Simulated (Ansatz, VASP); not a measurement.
**Ca: VASP beside Ansatz**

```xyz
1
Lattice="3.3989 0.0000 0.0000 0.0000 3.3989 0.0000 0.0000 0.0000 3.3989" Properties=species:S:1:pos:R:3 pbc="T T T"
Ca    0.0000    0.0000    0.0000
```

Alike in both runs: task single point; functional r2SCAN; k mesh 12 × 12 × 12; occupations gaussian, width 0.1 eV; no spin polarisation.

|  | VASP | Ansatz |
| --- | --- | --- |
| version | VASP 6.6.1 | Ansatz 0.2.0 |
| potentials or method | VASP PAW PBE potentials, release 64 (Ca_sv), cutoff 520 eV | scalar-relativistic, plane waves, PAW |
| valence electrons in the cell | 10 | 10 |

```tsv
	VASP	Ansatz	Ansatz less VASP
gap on the k mesh at the Fermi level (eV)	none	none	-
pressure (GPa)	1.0	1.0	-0.03
```

VASP's potentials were made for PBE, not for r2SCAN. A gap of «none» marks a metal or a gap that the smearing closes.
